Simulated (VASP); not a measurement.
# SrTiO3 (Ibam) in VASP: single point with PBE

Aim: the single point of SrTiO3 with PBE.

Everything below comes from runs of VASP 6.6.1. Logs are shortened: lines on timing, memory, paths and dates and some standing lists are left out, and cuts for length are marked.

### 1 The cell of the first run

The structure is orthorhombic, space group Ibam (No. 72). The conventional cell has a = 5.444 Å, b = 5.555 Å, c = 7.893 Å, α = 90.00°, β = 90.00°, γ = 90.00°. Sr (site symmetry 222) has 12 O at 2.65 to 2.89 Å and 8 Ti at 3.36 to 3.41 Å within 3.5 Å. Ti (site symmetry 2/m) has 6 O at 1.95 to 1.97 Å within 2.6 Å. Within 2.6 Å of O (site symmetry 222) lie 2 Ti at 1.97 Å. Within 2.6 Å of O (site symmetry m) lie 2 Ti at 1.95 to 1.96 Å.

### 2 Single point, PBE (strain -0.0200 x Voigt [0, 1, 0, 0, 0, 0])

INCAR reads:

```
PREC = Accurate
ENCUT = 520
EDIFF = 1E-7
ISMEAR = 0
SIGMA = 0.05
LREAL = False
LASPH = True
NELM = 80
ALGO = Normal
ISIF = 2
LWAVE = False
LCHARG = True
GGA = PE
LELF = True
LVHAR = True
NBANDS = 51
```

KPOINTS reads:

```
Automatic mesh
0
Gamma
  8 8 8
```

POSCAR reads:

```
SrTiO3
1.0
   -2.7777137596      2.7221594844      3.9464442078
    2.7777137596     -2.7221594844      3.9464442078
    2.7777137596      2.7221594844     -3.9464442078
Sr Ti O
2 2 6
Direct
    0.7500000000      0.2500000000      0.5000000000
    0.2500000000      0.7500000000      0.5000000000
    0.0000000000      0.0000000000      0.0000000000
    0.5000000000      0.5000000000      0.0000000000
    0.2500000000      0.2500000000      0.0000000000
    0.7500000000      0.7500000000      0.0000000000
    0.7281949606      0.2281949606      0.9563899212
    0.2281949606      0.2718050394      0.5000000000
    0.2718050394      0.7718050394      0.0436100788
    0.7718050394      0.7281949606      0.5000000000
```

Potentials or basis: VASP PAW PBE potentials, release 64 (Sr_sv, Ti_sv, O).

The run is started by

```sh
cat potpaw_PBE.64/Sr_sv/POTCAR potpaw_PBE.64/Ti_sv/POTCAR potpaw_PBE.64/O/POTCAR > POTCAR
mpirun -np 1 vasp_std > vasp.out
```

OUTCAR:

```text
PREC = Accurate
   ENCUT = 520
   EDIFF = 1E-7
   ISMEAR = 0
   LREAL = False
   LASPH = True
   NELM = 80
   ISIF = 2
   GGA = PE

 ion  position               nearest neighbor table
   1  0.750  0.250  0.500-   8 2.65   9 2.65  10 2.65   7 2.65   5 2.72   5 2.72   6 2.78   6 2.78
                            10 2.89   9 2.89   8 2.89   7 2.89   3 3.36   4 3.36   3 3.36   4 3.36
   2  0.250  0.750  0.500-   7 2.65   8 2.65  10 2.65   9 2.65   6 2.72   6 2.72   5 2.78   5 2.78
                             9 2.89  10 2.89   8 2.89   7 2.89   3 3.36   4 3.36   4 3.36   3 3.36
   3  0.000  0.000  0.000-   7 1.95   9 1.95   8 1.96  10 1.96   5 1.97   6 1.97   1 3.36   2 3.36
                             2 3.36   1 3.36   2 3.41   1 3.41   1 3.41   2 3.41
   4  0.500  0.500  0.000-  10 1.95   8 1.95   7 1.96   9 1.96   5 1.97   6 1.97   2 3.36   1 3.36
                             1 3.36   2 3.36   2 3.41   1 3.41   2 3.41   1 3.41
   5  0.250  0.250  0.000-   3 1.97   4 1.97   1 2.72   1 2.72   2 2.78   2 2.78
   6  0.750  0.750  0.000-   3 1.97   4 1.97   2 2.72   2 2.72   1 2.78   1 2.78
   7  0.728  0.228  0.956-   3 1.95   4 1.96   2 2.65   1 2.65   2 2.89   1 2.89
   8  0.228  0.272  0.500-   4 1.95   3 1.96   1 2.65   2 2.65   1 2.89   2 2.89
   9  0.272  0.772  0.044-   3 1.95   4 1.96   1 2.65   2 2.65   2 2.89   1 2.89
  10  0.772  0.728  0.500-   4 1.95   3 1.96   1 2.65   2 2.65   1 2.89   2 2.89

  LATTYP: Found a body centered orthorhombic cell.
 ALAT       =     5.4443189688
 B/A-ratio  =     1.0204081633
 C/A-ratio  =     1.4497476105

  Lattice vectors:

 A1 = (   2.7777137596,   2.7221594844,   3.9464442078)
 A2 = (  -2.7777137596,  -2.7221594844,   3.9464442078)
 A3 = (   2.7777137596,  -2.7221594844,  -3.9464442078)

Analysis of symmetry for initial positions (statically):
=====================================================================
 Subroutine PRICEL returns:
 Original cell was already a primitive cell.

 Routine SETGRP: Setting up the symmetry group for a
 body centered orthorhombic supercell.

 Subroutine GETGRP returns: Found  8 space group operations
 (whereof  4 operations were pure point group operations)
 out of a pool of  8 trial point group operations.

The static configuration has the point symmetry C_2h.
 The point group associated with its full space group is D_2h.

Analysis of symmetry for dynamics (positions and initial velocities):
=====================================================================
 Subroutine PRICEL returns:
 Original cell was already a primitive cell.

 Routine SETGRP: Setting up the symmetry group for a
 body centered orthorhombic supercell.

 Subroutine GETGRP returns: Found  8 space group operations
 (whereof  4 operations were pure point group operations)
 out of a pool of  8 trial point group operations.

The dynamic configuration has the point symmetry C_2h.
 The point group associated with its full space group is D_2h.

 Subroutine INISYM returns: Found  8 space group operations
 (whereof  4 operations are pure point group operations),
 and found     1 'primitive' translations

----------------------------------------------------------------------------------------

                                     Primitive cell

  volume of cell :     119.3623

  direct lattice vectors                    reciprocal lattice vectors
    -2.777713760  2.722159484  3.946444208     0.000000000  0.183677703  0.126696331
     2.777713760 -2.722159484  3.946444208     0.180004148  0.000000000  0.126696331
     2.777713760  2.722159484 -3.946444208     0.180004148  0.183677703  0.000000000

  length of vectors
     5.540782244  5.540782244  5.540782244     0.223135516  0.220121452  0.257175022

  position of ions in fractional coordinates (direct lattice)
     0.750000000  0.250000000  0.500000000
     0.250000000  0.750000000  0.500000000
     0.000000000  0.000000000  0.000000000
     0.500000000  0.500000000  0.000000000
     0.250000000  0.250000000  0.000000000
     0.750000000  0.750000000  0.000000000
     0.728194961  0.228194961  0.956389921
     0.228194961  0.271805039  0.500000000
     0.271805039  0.771805039  0.043610079
     0.771805039  0.728194961  0.500000000

  ion indices of the primitive-cell ions
   primitive index   ion index
                 1           1
                 2           2
                 3           3
                 4           4
                 5           5
                 6           6
                 7           7
                 8           8
                 9           9
                10          10

----------------------------------------------------------------------------------------

 KPOINTS: Automatic mesh

Automatic generation of k-mesh.
 Grid dimensions read from file:
 generate k-points for:    8    8    8

 Generating k-lattice:

  Cartesian coordinates                     Fractional coordinates (reciprocal lattice)
     0.000000000  0.022959713  0.015837041     0.125000000  0.000000000  0.000000000
     0.022500519  0.000000000  0.015837041     0.000000000  0.125000000  0.000000000
     0.022500519  0.022959713  0.000000000     0.000000000  0.000000000  0.125000000

  Length of vectors
     0.027891940  0.027515182  0.032146878

  Shift w.r.t. Gamma in fractional coordinates (k-lattice)
     0.000000000  0.000000000  0.000000000

 Subroutine IBZKPT returns following result:
 ===========================================

 Found     95 irreducible k-points:

 Following reciprocal coordinates:
            Coordinates               Weight
  0.000000  0.000000  0.000000      1.000000
  0.125000 -0.000000  0.000000      4.000000
  0.250000 -0.000000  0.000000      4.000000
  0.375000  0.000000 -0.000000      4.000000
  0.500000 -0.000000  0.000000      2.000000
 -0.000000  0.125000  0.000000      4.000000
[... 16 lines left out ...]
  0.125000  0.375000  0.000000      8.000000
  0.250000  0.375000  0.000000      8.000000
 [... further k-points ...]
   k-points           NKPTS =     95   k-points in BZ     NKDIM =     95   number of bands    NBANDS=     51
   number of dos      NEDOS =    301   number of ions     NIONS =     10
   total plane-waves  NPLWV =  74088
   dimension x,y,z NGX =    42 NGY =   42 NGZ =   42
   dimension x,y,z NGXF=    84 NGYF=   84 NGZF=   84
   ions per type =               2   2   6
   NGX,Y,Z   is equivalent  to a cutoff of  12.60, 12.60, 12.60 a.u.
   NGXF,Y,Z  is equivalent  to a cutoff of  25.20, 25.20, 25.20 a.u.
 SYSTEM =  unknown system
   PREC   = accura    normal or accurate (medium, high low for compatibility)
   ISTART =      0    job   : 0-new  1-cont  2-samecut
   ICHARG =      2    charge: 1-file 2-atom 10-const
   ISPIN  =      1    spin polarized calculation?
   LNONCOLLINEAR =      F non collinear calculations
   LSORBIT =      F    spin-orbit coupling
   LASPH  =      T    aspherical Exc in radial PAW
   ENCUT  =  520.0 eV  38.22 Ry    6.18 a.u.  10.30 10.30 10.30*2*pi/ulx,y,z
   NELM   =     80;   NELMIN=  2; NELMDL= -5     # of ELM steps
   EDIFF  = 0.1E-06   stopping-criterion for ELM
   LREAL  =      F    real-space projection
   EDIFFG = 0.1E-05   stopping-criterion for IOM
   NSW    =      0    number of steps for IOM
   IBRION =     -1    ionic relax: 0-MD 1-quasi-New 2-CG
   NFREE  =      0    steps in history (QN), initial steepest desc. (CG)
   ISIF   =      2    stress and relaxation
   ISYM   =      2    0-nonsym 1-usesym 2-fastsym
   POTIM  = 0.5000    time-step for ionic-motion
   TEBEG  =    0.0;   TEEND  =   0.0 temperature during run
   PSTRESS=    0.0 pullay stress
   NELECT =      80.0000    total number of electrons
   NUPDOWN=      -1.0000    fix difference up-down
   EMIN   =  10.00;   EMAX   =-10.00  energy-range for DOS
   EFERMI =   0.00;   METHOD = LEGACY
   ISMEAR =     0;   SIGMA  =   0.05  broadening in eV -4-tet -1-fermi 0-gaus
   EFERMI_NEDOS =   21; number of points for ismear=-14 and -15
   IALGO  =     38    algorithm
   IMIX   =      4    mixing-type and parameters
     AMIX     =   0.40;   BMIX     =  1.00
     AMIX_MAG =   1.60;   BMIX_MAG =  1.00
  volume/ion in A,a.u.               =      11.94        80.55
  Fermi-wavevector in a.u.,A,eV,Ry     =   1.432680  2.707372 27.926932  2.052572
  Thomas-Fermi vector in A             =   2.552281
   LORBIT       =      0    0 simple, 1 ext, 2 COOP (PROOUT), +10 PAW based schemes
   GGA     = PE    functional components
   LHFCALC =     F    Hartree Fock is set to
   AEXX    =    0.0000 exact exchange contribution
   IVDW    =     0    specifies the selected vdW correction
   LEPSILON=     F    determine dielectric tensor
   LRPA    =     F    only Hartree local field effects (RPA)
 non-spin polarized calculation
 Gauss-broadening in eV      SIGMA  =   0.05
  energy-cutoff  :      520.00
  volume of cell :      119.36
 maximum number of plane-waves:      3242
 NGX is ok and might be reduce to    42
   NGX = 21   NGY = 21   NGZ = 21

 number of electron      80.0000013 magnetization

 Free energy of the ion-electron system (eV)
  ---------------------------------------------------
  ext. energy  EPLUGINS =         0.00000000
  ---------------------------------------------------
  free energy    TOTEN  =       -80.15130856 eV

  energy without entropy =      -80.15130856  energy(sigma->0) =      -80.15130856

 E-fermi :   4.4108     XC(G=0): -11.2595

 val. band max:        4.0489296734   @ k =   0.0000   0.0000   0.0000
 cond. band min:       5.9542217916   @ k =   0.0000   0.0000   0.0000
 fundamental gap:      1.9052921181
 Fermi energy:         4.4107584958

 k-point     1 :       0.0000    0.0000    0.0000
  band No.  band energies     occupation
      1     -52.3822      2.00000
      2     -52.3777      2.00000
      3     -28.6968      2.00000
      4     -28.6842      2.00000
      5     -28.6773      2.00000
      6     -28.6312      2.00000
[... 43 lines left out ...]
     50       9.8668      0.00000
     51      10.4170      0.00000
[... 1240 lines left out ...]
     50      11.1759      0.00000
     51      11.5519      0.00000

 [... further k-points ...]
[... 5 lines left out ...]
  --------------------------------------------------------------------------------------
  -------------------------------------------------------------------------------------
  Total        2.0466014      5.4607309      2.0515177      0.0000000      0.0000000      0.0000000
  in kB       27.4711502     73.2983746     27.5371406      0.0000000      0.0000000      0.0000000
  external PRESSURE =      42.7688885 kB  Pullay stress =       0.0000000 kB

 VOLUME and BASIS-vectors are now :
 -----------------------------------------------------------------------------
  energy-cutoff  :      520.00
  volume of cell :      119.36
      direct lattice vectors                 reciprocal lattice vectors
    -2.777713760  2.722159484  3.946444208     0.000000000  0.183677703  0.126696331
     2.777713760 -2.722159484  3.946444208     0.180004148  0.000000000  0.126696331
     2.777713760  2.722159484 -3.946444208     0.180004148  0.183677703  0.000000000

 POSITION                                       TOTAL-FORCE (eV/Angst)
 -----------------------------------------------------------------------------------
      0.00000      2.72216      1.97322         0.000000      0.000000      0.000000
      2.77771      0.00000      1.97322         0.000000      0.000000      0.000000
      0.00000      0.00000      0.00000         0.000000      0.000000      0.000000
      0.00000      0.00000      3.94644         0.000000      0.000000      0.000000
      0.00000      0.00000      1.97322         0.000000     -0.000000      0.000000
      0.00000      0.00000      5.91967         0.000000      0.000000      0.000000
      1.26772      3.96453      0.00000        -0.009360     -0.027925      0.000000
      1.50999      1.24237      0.00000         0.009360     -0.027925     -0.000000
      1.50999     -1.24237      3.94644         0.009360      0.027925      0.000000
      1.26772      1.47979      3.94644        -0.009360      0.027925     -0.000000
 -----------------------------------------------------------------------------------
    total drift:                               -0.000000     -0.000000      0.000000

  FREE ENERGIE OF THE ION-ELECTRON SYSTEM (eV)
  ---------------------------------------------------
  free  energy   TOTEN  =       -80.1513085574 eV

  energy  without entropy=      -80.1513085574  energy(sigma->0) =      -80.15130856
```

It took 11 min on 1 thread of Intel Xeon Platinum 8488C (Sapphire Rapids), shared host; peak memory 0.59 GiB.

Results:

```yaml
Free_energy: -80.1513 eV
Pressure: 4.3 GPa
Largest_force: 0.029 eV/Å
Band_gap_on_the_k_mesh: 1.91 eV, direct
```

Forces in eV/Å, atoms in the order of the input:
```
Sr   0.000  0.000  0.000
Sr   0.000  0.000  0.000
Ti   0.000  0.000  0.000
Ti   0.000  0.000  0.000
O    0.000  0.000  0.000
O    0.000  0.000  0.000
O   -0.009 -0.028  0.000
O    0.009 -0.028  0.000
O    0.009  0.028  0.000
O   -0.009  0.028  0.000
```

Stress tensor (GPa, compression positive):
```
2.75 0.00 0.00
0.00 7.33 0.00
0.00 0.00 2.75
```

Caveat: the cell differs from its parent crystal (strain -0.0200 x Voigt [0, 1, 0, 0, 0, 0]). A k mesh can miss the band edges.
